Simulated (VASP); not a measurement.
# Y2Si2F (P-3m1) in VASP: further runs

Y2Si2F is run at these levels: PBE; tasks: single point, relaxation of cell and atoms.

Everything below comes from runs of VASP 6.6.1. Logs are shortened: lines on timing, memory, paths and dates and some standing lists are left out, and cuts for length are marked.

### Step 1. The cell of the first run

The structure is trigonal, space group P-3m1 (No. 164). Conventional cell: a = 3.715 Å, b = 3.715 Å, c = 8.029 Å, α = 90.00°, β = 90.00°, γ = 120.00°. Within 3.5 Å of Y (site symmetry 3m) lie 3 F at 2.64 Å and 4 Si at 2.91 to 2.99 Å. Si (site symmetry 3m) has 3 Si at 2.38 Å and 4 Y at 2.91 to 2.99 Å within 3.1 Å. F (site symmetry -3m) has 6 Y at 2.64 Å within 3.5 Å.

### Step 2. Single point, PBE

INCAR

```
SYSTEM = Y2Si2F
ALGO = Normal ; EDIFF = 1E-7
ENCUT = 520 ; GGA = PE
ISIF = 2 ; ISMEAR = 0
LASPH = .TRUE. ; LCHARG = .FALSE.
LREAL = .FALSE. ; LWAVE = .FALSE.
NBANDS = 26 ; NELM = 60
PREC = Accurate ; SIGMA = 0.1
```

KPOINTS

```
k-points
0
G
  6 6 4
  0 0 0
```

POSCAR

```
Y2Si2F
1.0
    3.7149638769     -0.0000000026      0.0000000000
   -1.8574819362      3.2172530929      0.0000000000
    0.0000000000      0.0000000000      8.0293459466
Y Si F
2 2 1
Direct
    0.3333333333      0.6666666667      0.1906799666
    0.6666666667      0.3333333333      0.8093200334
    0.3333333333      0.6666666667      0.5635835107
    0.6666666667      0.3333333333      0.4364164893
    0.0000000000      0.0000000000      0.0000000000
```

Potentials or basis: VASP PAW PBE potentials, release 64 (Y_sv, Si, F).

On the command line:

```console
$ cat potpaw_PBE.64/Y_sv/POTCAR potpaw_PBE.64/Si/POTCAR potpaw_PBE.64/F/POTCAR > POTCAR
$ mpirun -np 1 vasp_std > vasp.out
```

OUTCAR:

```text
SYSTEM = Y2Si2F
   EDIFF = 1E-7
   ENCUT = 520
   GGA = PE
   ISIF = 2
   ISMEAR = 0
   LASPH = .TRUE.
   LREAL = .FALSE.
   NELM = 60
   PREC = Accurate

 ion  position               nearest neighbor table
   1  0.333  0.667  0.191-   5 2.64   5 2.64   5 2.64   4 2.91   4 2.91   4 2.91   3 2.99   2 3.74
                             2 3.74   2 3.74
   2  0.667  0.333  0.809-   5 2.64   5 2.64   5 2.64   3 2.91   3 2.91   3 2.91   4 2.99   1 3.74
                             1 3.74   1 3.74
   3  0.333  0.667  0.564-   4 2.38   4 2.38   4 2.38   2 2.91   2 2.91   2 2.91   1 2.99
   4  0.667  0.333  0.436-   3 2.38   3 2.38   3 2.38   1 2.91   1 2.91   1 2.91   2 2.99
   5  0.000  0.000  0.000-   1 2.64   2 2.64   2 2.64   1 2.64   2 2.64   1 2.64

  LATTYP: Found a hexagonal cell.
 ALAT       =     3.7149638769
 C/A-ratio  =     2.1613523611

  Lattice vectors:

 A1 = (   3.7149638769,  -0.0000000026,   0.0000000000)
 A2 = (  -1.8574819362,   3.2172530929,   0.0000000000)
 A3 = (   0.0000000000,   0.0000000000,   8.0293459466)

Analysis of symmetry for initial positions (statically):
=====================================================================
 Subroutine PRICEL returns:
 Original cell was already a primitive cell.

 Routine SETGRP: Setting up the symmetry group for a
 hexagonal supercell.

 Subroutine GETGRP returns: Found 12 space group operations
 (whereof 12 operations were pure point group operations)
 out of a pool of 24 trial point group operations.

The static configuration has the point symmetry D_3d.

Analysis of symmetry for dynamics (positions and initial velocities):
=====================================================================
 Subroutine PRICEL returns:
 Original cell was already a primitive cell.

 Routine SETGRP: Setting up the symmetry group for a
 hexagonal supercell.

 Subroutine GETGRP returns: Found 12 space group operations
 (whereof 12 operations were pure point group operations)
 out of a pool of 24 trial point group operations.

The dynamic configuration has the point symmetry D_3d.

 Subroutine INISYM returns: Found 12 space group operations
 (whereof 12 operations are pure point group operations),
 and found     1 'primitive' translations

----------------------------------------------------------------------------------------

                                     Primitive cell

  volume of cell :      95.9666

  direct lattice vectors                    reciprocal lattice vectors
     3.714963877 -0.000000003  0.000000000     0.269181622  0.155412081  0.000000000
    -1.857481936  3.217253093  0.000000000     0.000000000  0.310824163  0.000000000
     0.000000000  0.000000000  8.029345947     0.000000000  0.000000000  0.124543145

  length of vectors
     3.714963877  3.714963877  8.029345947     0.310824163  0.310824163  0.124543145

  position of ions in fractional coordinates (direct lattice)
     0.333333333  0.666666667  0.190679967
     0.666666667  0.333333333  0.809320033
     0.333333333  0.666666667  0.563583511
     0.666666667  0.333333333  0.436416489
     0.000000000  0.000000000  0.000000000

  ion indices of the primitive-cell ions
   primitive index   ion index
                 1           1
                 2           2
                 3           3
                 4           4
                 5           5

----------------------------------------------------------------------------------------

 KPOINTS: k-points

Automatic generation of k-mesh.
 Grid dimensions read from file:
 generate k-points for:    6    6    4

 Generating k-lattice:

  Cartesian coordinates                     Fractional coordinates (reciprocal lattice)
     0.044863604  0.025902014  0.000000000     0.166666667  0.000000000  0.000000000
     0.000000000  0.051804027  0.000000000    -0.000000000  0.166666667  0.000000000
     0.000000000  0.000000000  0.031135786     0.000000000  0.000000000  0.250000000

  Length of vectors
     0.051804027  0.051804027  0.031135786

  Shift w.r.t. Gamma in fractional coordinates (k-lattice)
     0.000000000  0.000000000  0.000000000

 Subroutine IBZKPT returns following result:
 ===========================================

 Found     24 irreducible k-points:

 Following reciprocal coordinates:
            Coordinates               Weight
  0.000000  0.000000  0.000000      1.000000
  0.166667  0.000000  0.000000      6.000000
  0.333333  0.000000  0.000000      6.000000
  0.500000 -0.000000  0.000000      3.000000
  0.166667  0.166667  0.000000      6.000000
  0.333333  0.166667  0.000000     12.000000
[... 16 lines left out ...]
  0.333333  0.166667  0.500000     12.000000
  0.333333  0.333333  0.500000      2.000000
   k-points           NKPTS =     24   k-points in BZ     NKDIM =     24   number of bands    NBANDS=     26
   number of dos      NEDOS =    301   number of ions     NIONS =      5
   total plane-waves  NPLWV =  47040
   dimension x,y,z NGX =    28 NGY =   28 NGZ =   60
   dimension x,y,z NGXF=    56 NGYF=   56 NGZF=  120
   ions per type =               2   2   1
   NGX,Y,Z   is equivalent  to a cutoff of  12.53, 12.53, 12.42 a.u.
   NGXF,Y,Z  is equivalent  to a cutoff of  25.06, 25.06, 24.85 a.u.
 SYSTEM =  Y2Si2F
   PREC   = accura    normal or accurate (medium, high low for compatibility)
   ISTART =      0    job   : 0-new  1-cont  2-samecut
   ICHARG =      2    charge: 1-file 2-atom 10-const
   ISPIN  =      1    spin polarized calculation?
   LNONCOLLINEAR =      F non collinear calculations
   LSORBIT =      F    spin-orbit coupling
   LASPH  =      T    aspherical Exc in radial PAW
   ENCUT  =  520.0 eV  38.22 Ry    6.18 a.u.   6.91  6.91 14.93*2*pi/ulx,y,z
   NELM   =     60;   NELMIN=  2; NELMDL= -5     # of ELM steps
   EDIFF  = 0.1E-06   stopping-criterion for ELM
   LREAL  =      F    real-space projection
   EDIFFG = 0.1E-05   stopping-criterion for IOM
   NSW    =      0    number of steps for IOM
   IBRION =     -1    ionic relax: 0-MD 1-quasi-New 2-CG
   NFREE  =      0    steps in history (QN), initial steepest desc. (CG)
   ISIF   =      2    stress and relaxation
   ISYM   =      2    0-nonsym 1-usesym 2-fastsym
   POTIM  = 0.5000    time-step for ionic-motion
   TEBEG  =    0.0;   TEEND  =   0.0 temperature during run
   PSTRESS=    0.0 pullay stress
   NELECT =      37.0000    total number of electrons
   NUPDOWN=      -1.0000    fix difference up-down
   EMIN   =  10.00;   EMAX   =-10.00  energy-range for DOS
   EFERMI =   0.00;   METHOD = LEGACY
   ISMEAR =     0;   SIGMA  =   0.10  broadening in eV -4-tet -1-fermi 0-gaus
   EFERMI_NEDOS =   21; number of points for ismear=-14 and -15
   IALGO  =     38    algorithm
   IMIX   =      4    mixing-type and parameters
     AMIX     =   0.40;   BMIX     =  1.00
     AMIX_MAG =   1.60;   BMIX_MAG =  1.00
  volume/ion in A,a.u.               =      19.19       129.52
  Fermi-wavevector in a.u.,A,eV,Ry     =   1.191522  2.251650 19.316528  1.419725
  Thomas-Fermi vector in A             =   2.327582
   LORBIT       =      0    0 simple, 1 ext, 2 COOP (PROOUT), +10 PAW based schemes
   GGA     = PE    functional components
   LHFCALC =     F    Hartree Fock is set to
   AEXX    =    0.0000 exact exchange contribution
   IVDW    =     0    specifies the selected vdW correction
   LEPSILON=     F    determine dielectric tensor
   LRPA    =     F    only Hartree local field effects (RPA)
 non-spin polarized calculation
 Gauss-broadening in eV      SIGMA  =   0.10
  energy-cutoff  :      520.00
  volume of cell :       95.97
 maximum number of plane-waves:      2610
   NGX = 13   NGY = 13   NGZ = 29

 number of electron      36.9999996 magnetization

 Free energy of the ion-electron system (eV)
  ---------------------------------------------------
  ext. energy  EPLUGINS =         0.00000000
  ---------------------------------------------------
  free energy    TOTEN  =       -31.60505037 eV

  energy without entropy =      -31.59742194  energy(sigma->0) =      -31.60123615

 E-fermi :   5.9361     XC(G=0): -10.2559

 val. band max:        5.9173510413   @ k =   0.1667   0.0000   0.0000
 cond. band min:       5.9648250040   @ k =   0.1667   0.0000   0.2500
 fundamental gap:      0.0474739627
 Fermi energy:         5.9361411509

 k-point     1 :       0.0000    0.0000    0.0000
  band No.  band energies     occupation
      1     -37.1433      2.00000
      2     -37.1199      2.00000
      3     -20.3647      2.00000
      4     -17.1324      2.00000
      5     -17.1250      2.00000
      6     -17.0093      2.00000
[... 18 lines left out ...]
     25       8.8101      0.00000
     26       8.8215      0.00000

 k-point     2 :       0.1667    0.0000    0.0000
  band No.  band energies     occupation
      1     -37.1343      2.00000
      2     -37.1138      2.00000
      3     -20.3593      2.00000
      4     -17.1893      2.00000
      5     -17.1353      2.00000
      6     -17.0742      2.00000
[... 18 lines left out ...]
     25       8.7738      0.00000
     26       9.1592      0.00000

 k-point     3 :       0.3333    0.0000    0.0000
  band No.  band energies     occupation
      1     -37.1154      2.00000
      2     -37.1024      2.00000
      3     -20.3513      2.00000
      4     -17.2868      2.00000
      5     -17.2064      2.00000
      6     -17.1098      2.00000
[... 18 lines left out ...]
     25       9.2386      0.00000
     26       9.4990      0.00000

 k-point     4 :       0.5000   -0.0000    0.0000
  band No.  band energies     occupation
      1     -37.1048      2.00000
      2     -37.0979      2.00000
      3     -20.3489      2.00000
      4     -17.3472      2.00000
      5     -17.1977      2.00000
      6     -17.1607      2.00000
[... 18 lines left out ...]
     25       9.2499      0.00000
     26      10.4412      0.00000

 k-point     5 :       0.1667    0.1667    0.0000
  band No.  band energies     occupation
      1     -37.1203      2.00000
      2     -37.1051      2.00000
      3     -20.3523      2.00000
      4     -17.2250      2.00000
      5     -17.2226      2.00000
      6     -17.1047      2.00000
[... 18 lines left out ...]
     25       9.1942      0.00000
     26       9.3789      0.00000

 k-point     6 :       0.3333    0.1667    0.0000
  band No.  band energies     occupation
      1     -37.1050      2.00000
      2     -37.0977      2.00000
      3     -20.3465      2.00000
      4     -17.3110      2.00000
      5     -17.2131      2.00000
      6     -17.1912      2.00000
[... 427 lines left out ...]
 k-point    21 :       0.5000   -0.0000    0.5000
  band No.  band energies     occupation
      1     -37.1048      2.00000
      2     -37.0980      2.00000
      3     -20.3490      2.00000
      4     -17.3506      2.00000
      5     -17.1898      2.00000
      6     -17.1586      2.00000
[... 18 lines left out ...]
     25      10.0019      0.00000
     26      10.0248      0.00000

 k-point    22 :       0.1667    0.1667    0.5000
  band No.  band energies     occupation
      1     -37.1202      2.00000
      2     -37.1052      2.00000
      3     -20.3522      2.00000
      4     -17.2308      2.00000
      5     -17.2111      2.00000
      6     -17.1106      2.00000
[... 18 lines left out ...]
     25       9.2865      0.00000
     26       9.4773      0.00000

 k-point    23 :       0.3333    0.1667    0.5000
  band No.  band energies     occupation
      1     -37.1049      2.00000
      2     -37.0978      2.00000
      3     -20.3466      2.00000
      4     -17.3145      2.00000
      5     -17.2152      2.00000
      6     -17.1854      2.00000
[... 18 lines left out ...]
     25       9.4640      0.00000
     26      10.1536      0.00000

 k-point    24 :       0.3333    0.3333    0.5000
  band No.  band energies     occupation
      1     -37.0976      2.00000
      2     -37.0976      2.00000
      3     -20.3429      2.00000
      4     -17.2808      2.00000
      5     -17.2808      2.00000
      6     -17.2051      2.00000
[... 18 lines left out ...]
     25       9.7343      0.00000
     26       9.7366      0.00000

------------------------ aborting loop because EDIFF is reached ----------------------------------------

  FORCE on cell =-STRESS in cart. coord.  units (eV):
  Direction    XX          YY          ZZ          XY          YZ          ZX
  --------------------------------------------------------------------------------------
  -------------------------------------------------------------------------------------
  Total       -0.0450860     -0.0450860      0.0236134      0.0000000     -0.0000000      0.0000000
  in kB       -0.7527185     -0.7527185      0.3942289      0.0000000     -0.0000000      0.0000000
  external PRESSURE =      -0.3704027 kB  Pullay stress =       0.0000000 kB

 VOLUME and BASIS-vectors are now :
 -----------------------------------------------------------------------------
  energy-cutoff  :      520.00
  volume of cell :       95.97
      direct lattice vectors                 reciprocal lattice vectors
     3.714963877 -0.000000003  0.000000000     0.269181622  0.155412081  0.000000000
    -1.857481936  3.217253093  0.000000000     0.000000000  0.310824163  0.000000000
     0.000000000  0.000000000  8.029345947     0.000000000  0.000000000  0.124543145

 POSITION                                       TOTAL-FORCE (eV/Angst)
 -----------------------------------------------------------------------------------
      0.00000      2.14484      1.53104         0.000000     -0.000000      0.018801
      1.85748      1.07242      6.49831        -0.000000      0.000000     -0.018801
      0.00000      2.14484      4.52521        -0.000000      0.000000     -0.021740
      1.85748      1.07242      3.50414         0.000000      0.000000      0.021740
      0.00000      0.00000      0.00000        -0.000000      0.000000      0.000000
 -----------------------------------------------------------------------------------
    total drift:                               -0.000000      0.000000      0.000000

  FREE ENERGIE OF THE ION-ELECTRON SYSTEM (eV)
  ---------------------------------------------------
  free  energy   TOTEN  =       -31.6050503679 eV

  energy  without entropy=      -31.5974219398  energy(sigma->0) =      -31.60123615
```

Wall time 36 s (1 thread of Intel Xeon 6975P-C (Granite Rapids), shared host); peak memory 0.24 GiB.

Results:

| Property | Result |
| --- | --- |
| Free energy | -31.6051 eV |
| Pressure | 0.0 GPa |
| Largest force | 0.022 eV/Å |

Forces on the atoms (eV/Å):
```
Y    0.000  0.000  0.019
Y    0.000  0.000 -0.019
Si   0.000  0.000 -0.022
Si   0.000  0.000  0.022
F    0.000  0.000  0.000
```

Caveat: an odd number of electrons without spin polarisation forces a metal; a magnetic or distorted state may lie lower.

(Continued in part 2 of 3.)
